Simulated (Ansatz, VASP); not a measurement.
## Two plane-wave programs on TiO2

INCAR

```
SYSTEM = TiO2
PREC = Accurate
ENCUT = 520
EDIFF = 1E-7
ISMEAR = 0
SIGMA = 0.1
LREAL = .False.
LASPH = .True.
NELM = 150
ALGO = Normal
ISIF = 2
LWAVE = .False.
LCHARG = .False.
ISPIN = 2
MAGMOM = 1 0 0
LORBIT = 11
LMAXMIX = 4
GGA = PE
NBANDS = 23
```

KPOINTS

```
Automatic mesh
0
Gamma
  6 6 4
  0 0 0
```

Contents of POSCAR:

```
TiO2
1.0
    3.0118238200      0.0000000000      0.0000000000
   -1.5059119100      2.6083159400      0.0000000000
    0.0000000000      0.0000000000      4.5972563200
Ti O
1 2
Direct
    0.0000000000      0.0000000000      0.0000000000
    0.3333333300      0.6666666700      0.3393805400
    0.3333333300      0.6666666700      0.6606194600
```

Input for Ansatz:

```yaml
crystal:
  lattice:
    - [3.01182382, 0.0, 0.0]
    - [-1.50591191, 2.60831594, 0.0]
    - [0.0, 0.0, 4.59725632]
  atoms:
    - { symbol: Ti, position: [0.0, 0.0, 0.0], spin: 1.0 }
    - { symbol: O, position: [0.33333333, 0.66666667, 0.33938054] }
    - { symbol: O, position: [0.33333333, 0.66666667, 0.66061946] }
basis:
  ecutwfc: 420
kpoints:
  mp_grid: { grid: [6, 6, 4] }
hamiltonian:
  xc: pbe
scf:
  occupations: { method: gaussian, width: 0.1 }
  lower_state_search: "off"
output:
  forces: true
  stress: true
  eigenvalues: true
  populations: true
magnetization:
  spin_polarized: true
```

Alike in both runs: task single point; functional PBE; k mesh 6 × 6 × 4; occupations gaussian, width 0.1 eV; collinear spin.

```csv
,VASP,Ansatz
version,VASP 6.6.1,Ansatz 0.2.0
potentials or method,"VASP PAW PBE potentials, release 64 (Ti_sv, O), cutoff 520 eV","scalar-relativistic, plane waves, PAW"
valence electrons in the cell,24,24
```

|  | VASP | Ansatz | Ansatz less VASP |
| --- | --- | --- | --- |
| gap on the k mesh at the Fermi level (eV) | none | none | - |
| pressure (GPa) | -23.5 | -23.8 | -0.22 |
| traceless stress, the component that is largest in VASP (GPa) | -18.82 | -19.45 | -0.630 |
| rms of the force components (eV/Å) | 1.836 | 1.763 | -0.0723 |
| net moment per atom (μB) | 0.00 | 0.00 | 0.000 |

Atom by atom the forces differ by 0.072 eV/Å (rms over components). A gap of «none» marks a metal or a gap that the smearing closes. With one functional, cell and mesh, what is left measures potentials, basis and numerics. Ansatz's warnings: seeded moment not kept.

The k mesh is coarse, so the values compare programs but aren't converged.
